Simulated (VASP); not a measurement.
TiAl30 (a cell with a defect), 31 atoms in the cell. The cell holds a defect, 31 atoms: a = 8.100 Å, b = 8.100 Å, c = 8.100 Å, α = 90.00°, β = 90.00°, γ = 90.00°. 

| Quantity | Value |
| --- | --- |
| Program | VASP 6.6.1 |
| Task | single point |
| Functional | PBE |
| Potentials or basis | VASP PAW PBE potentials, release 64 (Ti_sv, Al) |
| Cutoff | 520 eV |
| k mesh | 3 × 3 × 3 |
| Occupations | gaussian, width 0.15 eV |
| Spin | no spin polarisation |
| Dipole correction | no |
| Further INCAR settings | LREAL = Auto; ALGO = Normal; EDIFF = 1e-06; NBANDS = 72 |

Potentials or basis: VASP PAW PBE potentials, release 64 (Ti_sv, Al).

Run with:

```sh
$ cat potpaw_PBE.64/Ti_sv/POTCAR potpaw_PBE.64/Al/POTCAR > POTCAR
$ mpirun -np 1 vasp_std > vasp.out
```

Hardware: 1 thread of Intel Xeon 8259CL, on a shared host.

Task: How long does it take, and how much memory?

Result: It took 15 min on 1 thread of Intel Xeon 8259CL, with other jobs on the host, peak memory 0.61 GiB. Counts: scf iterations 16, k points 10.
